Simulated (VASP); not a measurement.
# H in VASP: further runs, part 2 of 2

VASP 6.6.1.

## Step 5: Single point, PBE

This run uses another cell than the first one, of 14.22 Å³/atom, 1.049 times its volume.

INCAR

```
SYSTEM = H
ALGO = Normal
EDIFF = 1E-6
ENCUT = 520
GGA = PE
ISIF = 2
ISMEAR = 0
LASPH = .True.
LCHARG = .False.
LREAL = .False.
LWAVE = .False.
NBANDS = 10
NELM = 100
PREC = Accurate
SIGMA = 0.02
```

KPOINTS

```
k-points
0
Gamma
  8 8 4
  0 0 0
```

POSCAR

```
H
1.0
    1.6485318600     -2.7316882300      0.0000000000
    1.6485318600      2.7316882300      0.0000000000
    0.0000000000      0.0000000000      6.3137686200
H
4
Direct
    0.5678085000      0.4321915000      0.9995149500
    0.4321915000      0.5678085000      0.0004850500
    0.4321915000      0.5678085000      0.4995149500
    0.5678085000      0.4321915000      0.5004850500
```

Potentials or basis: VASP PAW PBE potentials, release 64 (H).

Run with:

```console
cat potpaw_PBE.64/H/POTCAR > POTCAR
mpirun -np 1 vasp_std > vasp.out
```

OUTCAR:

```text
SYSTEM = H
   EDIFF = 1E-6
   ENCUT = 520
   GGA = PE
   ISIF = 2
   ISMEAR = 0
   LASPH = .True.
   LREAL = .False.
   NELM = 100
   PREC = Accurate

 ion  position               nearest neighbor table
   1  0.568  0.432  1.000-   2 0.74
   2  0.432  0.568  0.000-   1 0.74
   3  0.432  0.568  0.500-   4 0.74
   4  0.568  0.432  0.500-   3 0.74

  LATTYP: Found a base centered orthorhombic cell.
 ALAT       =     3.2970637200
 B/A-ratio  =     1.6570430310
 C/A-ratio  =     1.9149671211

  Lattice vectors:

 A1 = (   1.6485318600,  -2.7316882300,   0.0000000000)
 A2 = (   1.6485318600,   2.7316882300,   0.0000000000)
 A3 = (   0.0000000000,   0.0000000000,   6.3137686200)

Analysis of symmetry for initial positions (statically):
=====================================================================
 Subroutine PRICEL returns:
 Original cell was already a primitive cell.

 Routine SETGRP: Setting up the symmetry group for a
[... 182 lines left out ...]
  band No.  band energies     occupation
      1     -10.4595      2.00000
      2      -9.7644      2.00000
      3       0.7371      0.00000
      4       3.7776      0.00000
      5       8.1931      0.00000
      6       8.3726      0.00000
      7       9.0141      0.00000
      8       9.9863      0.00000
      9      12.7940      0.00000
     10      12.8175      0.00000
[... 287 lines left out ...]
 k-point    24 :       0.2500    0.0000    0.2500
  band No.  band energies     occupation
      1      -9.8654      2.00000
      2      -9.4356      2.00000
      3       2.1142      0.00000
      4       2.4002      0.00000
      5       4.9336      0.00000
      6       6.6703      0.00000
      7       8.8423      0.00000
      8       9.1736      0.00000
      9      10.6888      0.00000
     10      11.4691      0.00000

 [... further k-points ...]

------------------------ aborting loop because EDIFF is reached ----------------------------------------

  FORCE on cell =-STRESS in cart. coord.  units (eV):
  Direction    XX          YY          ZZ          XY          YZ          ZX
  --------------------------------------------------------------------------------------
  -------------------------------------------------------------------------------------
  Total        0.0394434      0.4509290      0.0257318      0.0000000      0.0000000      0.0000000
  in kB        1.1113180     12.7049114      0.7249918      0.0000000      0.0000000      0.0000000
  external PRESSURE =       4.8470737 kB  Pullay stress =       0.0000000 kB

 VOLUME and BASIS-vectors are now :
 -----------------------------------------------------------------------------
  energy-cutoff  :      520.00
  volume of cell :       56.87
      direct lattice vectors                 reciprocal lattice vectors
     1.648531860 -2.731688230  0.000000000     0.303300174 -0.183036993  0.000000000
     1.648531860  2.731688230  0.000000000     0.303300174  0.183036993  0.000000000
     0.000000000  0.000000000  6.313768620     0.000000000  0.000000000  0.158384011

 POSITION                                       TOTAL-FORCE (eV/Angst)
 -----------------------------------------------------------------------------------
      1.64853     -0.37046      6.31071         0.000000     -0.304674     -0.002841
      1.64853      0.37046      0.00306         0.000000      0.304674      0.002841
      1.64853      0.37046      3.15382         0.000000      0.304674     -0.002841
      1.64853     -0.37046      3.15995         0.000000     -0.304674      0.002841
 -----------------------------------------------------------------------------------
    total drift:                                0.000000      0.000000      0.000000

  FREE ENERGIE OF THE ION-ELECTRON SYSTEM (eV)
  ---------------------------------------------------
  free  energy   TOTEN  =       -13.5596150190 eV

  energy  without entropy=      -13.5596150190  energy(sigma->0) =      -13.55961502
```

OSZICAR:

```text
N       E                     dE             d eps       ncg     rms          rms(c)
DAV:   1    -0.578932884593E+01   -0.57893E+01   -0.15583E+03  1260   0.283E+02
DAV:   2    -0.144897133297E+02   -0.87004E+01   -0.85774E+01  1674   0.504E+01
DAV:   3    -0.147733844798E+02   -0.28367E+00   -0.28352E+00  1504   0.855E+00
DAV:   4    -0.147743309975E+02   -0.94652E-03   -0.94650E-03  1454   0.563E-01
DAV:   5    -0.147743343916E+02   -0.33941E-05   -0.33941E-05  1452   0.345E-02    0.635E+00
DAV:   6    -0.139485700212E+02    0.82576E+00   -0.38908E-01  1328   0.219E+00    0.347E+00
DAV:   7    -0.135506325004E+02    0.39794E+00   -0.88956E-01  1312   0.346E+00    0.401E-01
DAV:   8    -0.135626007597E+02   -0.11968E-01   -0.16909E-02  1270   0.533E-01    0.293E-01
DAV:   9    -0.135595841834E+02    0.30166E-02   -0.58822E-03  1356   0.272E-01    0.215E-02
DAV:  10    -0.135596107255E+02   -0.26542E-04   -0.13421E-04  1336   0.623E-02    0.882E-03
DAV:  11    -0.135596150146E+02   -0.42891E-05   -0.88300E-06  1296   0.245E-02    0.215E-03
DAV:  12    -0.135596150190E+02   -0.43968E-08   -0.34376E-07  1370   0.289E-03
   1 F= -.13559615E+02 E0= -.13559615E+02  d E =-.382203E-11
```

It took 15 s on 1 thread of Intel Xeon 6975P-C, shared host; peak memory 0.17 GiB.

Results:

```
Free energy            : -13.5596 eV
Pressure               : 0.5 GPa
Largest force          : 0.305 eV/Å
Band gap on the k mesh : 8.32 eV
```

Forces in eV/Å, atoms in the order of the input:
```
H    0.000 -0.305 -0.003
H    0.000  0.305  0.003
H    0.000  0.305 -0.003
H    0.000 -0.305  0.003
```

Stress tensor (GPa, compression positive):
```
0.11 0.00 0.00
0.00 1.27 0.00
0.00 0.00 0.07
```

A k mesh can miss the band edges. PBE gaps usually lie below the measured ones, often by a third to a half.

## Step 6: Single point, PBE (strained)

INCAR

```
PREC = Accurate
ENCUT = 520
EDIFF = 1E-6
ISMEAR = 0
SIGMA = 0.02
LREAL = F
LASPH = T
NELM = 60
ALGO = Normal
ISIF = 2
LWAVE = F
LCHARG = F
GGA = PE
NBANDS = 10
```

KPOINTS

```
regular mesh
0
Gamma
  8 8 4
```

POSCAR

```
H
1.0
    1.6724026013     -2.7651787277      0.0000000000
    1.6724026013      2.7651787277      0.0000000000
    0.0000000000      0.0000000000      6.7770098236
H
4
Direct
    0.5598267078      0.4401732922      1.0060421833
    0.4401732922      0.5598267078     -0.0060421833
    0.4401732922      0.5598267078      0.5060421833
    0.5598267078      0.4401732922      0.4939578167
```

Potentials or basis: VASP PAW PBE potentials, release 64 (H).

Run with:

```console
cat potpaw_PBE.64/H/POTCAR > POTCAR
mpirun -np 1 vasp_std > vasp.out
```

OUTCAR:

```text
PREC = Accurate
   ENCUT = 520
   EDIFF = 1E-6
   ISMEAR = 0
   LREAL = F
   LASPH = T
   NELM = 60
   ISIF = 2
   GGA = PE

 ion  position               nearest neighbor table
   1  0.560  0.440  0.006-   2 0.67
   2  0.440  0.560  0.994-   1 0.67
   3  0.440  0.560  0.506-   4 0.67
   4  0.560  0.440  0.494-   3 0.67

  LATTYP: Found a base centered orthorhombic cell.
 ALAT       =     3.3448052026
 B/A-ratio  =     1.6534169019
 C/A-ratio  =     2.0261298979

  Lattice vectors:

 A1 = (   1.6724026013,  -2.7651787277,   0.0000000000)
 A2 = (   1.6724026013,   2.7651787277,   0.0000000000)
 A3 = (   0.0000000000,   0.0000000000,   6.7770098236)

Analysis of symmetry for initial positions (statically):
=====================================================================
 Subroutine PRICEL returns:
 Original cell was already a primitive cell.

 Routine SETGRP: Setting up the symmetry group for a
 base centered orthorhombic supercell.

 Subroutine GETGRP returns: Found  8 space group operations
[... 181 lines left out ...]
      2     -10.2907      2.00000
      3       0.4480      0.00000
      4       2.7781      0.00000
      5       7.1869      0.00000
      6       8.2322      0.00000
      7       8.8583      0.00000
      8       9.6939      0.00000
      9      11.5930      0.00000
     10      12.4451      0.00000
[... 287 lines left out ...]
 k-point    24 :       0.2500    0.0000    0.2500
  band No.  band energies     occupation
      1     -10.2487      2.00000
      2      -9.9829      2.00000
      3       1.7143      0.00000
      4       2.0431      0.00000
      5       4.6567      0.00000
      6       6.3259      0.00000
      7       8.6165      0.00000
      8       9.1558      0.00000
      9      10.0273      0.00000
     10      10.8187      0.00000

 [... further k-points ...]

------------------------ aborting loop because EDIFF is reached ----------------------------------------

  FORCE on cell =-STRESS in cart. coord.  units (eV):
  Direction    XX          YY          ZZ          XY          YZ          ZX
  --------------------------------------------------------------------------------------
  -------------------------------------------------------------------------------------
  Total       -0.0052620      4.9720393      0.0239894      0.0000000      0.0000000      0.0000000
  in kB       -0.1345027    127.0904694      0.6131940      0.0000000      0.0000000      0.0000000
  external PRESSURE =      42.5230536 kB  Pullay stress =       0.0000000 kB

 VOLUME and BASIS-vectors are now :
 -----------------------------------------------------------------------------
  energy-cutoff  :      520.00
  volume of cell :       62.68
      direct lattice vectors                 reciprocal lattice vectors
     1.672402601 -2.765178728  0.000000000     0.298971073 -0.180820138  0.000000000
     1.672402601  2.765178728  0.000000000     0.298971073  0.180820138  0.000000000
     0.000000000  0.000000000  6.777009824     0.000000000  0.000000000  0.147557703

 POSITION                                       TOTAL-FORCE (eV/Angst)
 -----------------------------------------------------------------------------------
      1.67240     -0.33086      0.04095         0.000000     -3.783128      0.471452
      1.67240      0.33086      6.73606         0.000000      3.783128     -0.471452
      1.67240      0.33086      3.42945         0.000000      3.783128      0.471452
      1.67240     -0.33086      3.34756         0.000000     -3.783128     -0.471452
 -----------------------------------------------------------------------------------
    total drift:                                0.000000      0.000000      0.000000

  FREE ENERGIE OF THE ION-ELECTRON SYSTEM (eV)
  ---------------------------------------------------
  free  energy   TOTEN  =       -13.2802271120 eV

  energy  without entropy=      -13.2802271120  energy(sigma->0) =      -13.28022711
```

OSZICAR:

```text
N       E                     dE             d eps       ncg     rms          rms(c)
DAV:   1    -0.556220142014E+01   -0.55622E+01   -0.15061E+03  1260   0.274E+02
DAV:   2    -0.146078265907E+02   -0.90456E+01   -0.89519E+01  1614   0.522E+01
DAV:   3    -0.148989159153E+02   -0.29109E+00   -0.29096E+00  1550   0.851E+00
DAV:   4    -0.148999223161E+02   -0.10064E-02   -0.10064E-02  1482   0.596E-01
DAV:   5    -0.148999264216E+02   -0.41054E-05   -0.41054E-05  1468   0.372E-02    0.738E+00
DAV:   6    -0.138017549705E+02    0.10982E+01   -0.52855E-01  1318   0.259E+00    0.399E+00
DAV:   7    -0.132698131589E+02    0.53194E+00   -0.12080E+00  1322   0.406E+00    0.486E-01
DAV:   8    -0.132852622812E+02   -0.15449E-01   -0.22540E-02  1288   0.576E-01    0.373E-01
DAV:   9    -0.132802218701E+02    0.50404E-02   -0.97609E-03  1340   0.338E-01    0.328E-02
DAV:  10    -0.132802449148E+02   -0.23045E-04   -0.19181E-04  1376   0.717E-02    0.997E-03
DAV:  11    -0.132802270761E+02    0.17839E-04   -0.23187E-05  1292   0.316E-02    0.185E-03
DAV:  12    -0.132802271120E+02   -0.35958E-07   -0.33349E-07  1436   0.320E-03
   1 F= -.13280227E+02 E0= -.13280227E+02  d E =-.998479E-16
```

It took 19 s on 1 thread of Intel Xeon 6975P-C, shared host; peak memory 0.18 GiB.

What came out:

| Quantity | Value |
| --- | --- |
| Free energy | -13.2802 eV |
| Pressure | 4.3 GPa |
| Largest force | 3.812 eV/Å |
| Band gap on the k mesh | 9.49 eV |

Forces on the atoms (eV/Å):
```
H    0.000 -3.783  0.471
H    0.000  3.783 -0.471
H    0.000  3.783  0.471
H    0.000 -3.783 -0.471
```

Stress tensor (GPa, compression positive):
```
-0.01  0.00  0.00
 0.00 12.71  0.00
 0.00  0.00  0.06
```

Caveat: the cell differs from its parent crystal (strained); forces of over 1 eV/Å act on the atoms, so gaps and moduli don't describe the material at rest.

## Step 7: Summary

```tsv
cell	gap on the mesh (eV)	pressure (GPa)	largest force (eV/Å)
a = 3.153, b = 3.153, c = 6.260 Å, angles 90.0, 90.0, 119.5°, 4 atoms	5.73	-6.6	3.71
a = 3.191, b = 3.191, c = 6.314 Å, angles 90.0, 90.0, 117.8°, 4 atoms	8.32	0.5	0.30
a = 3.112, b = 3.112, c = 6.169 Å, angles 90.0, 90.0, 118.6°, 4 atoms	8.48	2.2	1.44
a = 3.232, b = 3.232, c = 6.777 Å, angles 90.0, 90.0, 117.7°, 4 atoms	9.49	4.3	3.81
```

Some of these runs hold the atoms at other places in the same cell, which the table doesn't show; runs alike in all that it shows share one row.

Alike in all rows: task single point; level PBE; potentials or basis VASP PAW PBE potentials, release 64 (H); no spin polarisation; k mesh 8 × 8 × 4; cutoff (eV) 520; smearing gaussian 0.02 eV.

Caveats: forces of over 1 eV/Å act on the atoms, so gaps and moduli don't describe the material at rest (some runs).

Total energies depend on the potentials used, so only differences within one code and one set of settings carry meaning.
